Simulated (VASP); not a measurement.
Input of a VASP 6.6.1 run:

The input INCAR:

```
SYSTEM = Re
PREC = Accurate
ENCUT = 600
EDIFF = 1E-6
ISMEAR = -1
SIGMA = 0.08
LREAL = .False.
LASPH = .True.
NELM = 120
ALGO = Normal
ISIF = 2
LWAVE = .False.
LCHARG = .False.
GGA = CA
NBANDS = 14
GGA_COMPAT = .False.
```

The input KPOINTS:

```
Automatic mesh
0
Gamma
  20 20 12
  0 0 0
```

POSCAR

```
Re
1.0
    2.7068125130      0.0000000000      0.0000000000
   -1.3534062565      2.3441683995      0.0000000000
    0.0000000000      0.0000000000      4.3651221515
Re
2
Direct
    0.3333333333      0.6666666667      0.2500000000
    0.6666666667      0.3333333333      0.7500000000
```

Potentials or basis: VASP PAW LDA potentials, release 64 (Re).

Launch:

```sh
$ cat potpaw_LDA.64/Re/POTCAR > POTCAR
$ mpirun -np 1 vasp_std > vasp.out
```

Problem. What does it give for the band gap on the k mesh?

Solution. Zero (band 7 reaches 10.58 eV, above the bottom of band 8 at 6.71 eV).

Problem. Predict the pressure.

Solution. 17.2 GPa.

Stress tensor (GPa, compression positive):
```
17.31  0.00  0.00
 0.00 17.31  0.00
 0.00  0.00 17.12
```

Caveat: spin-orbit coupling is left out, which moves the levels of the heavy elements.
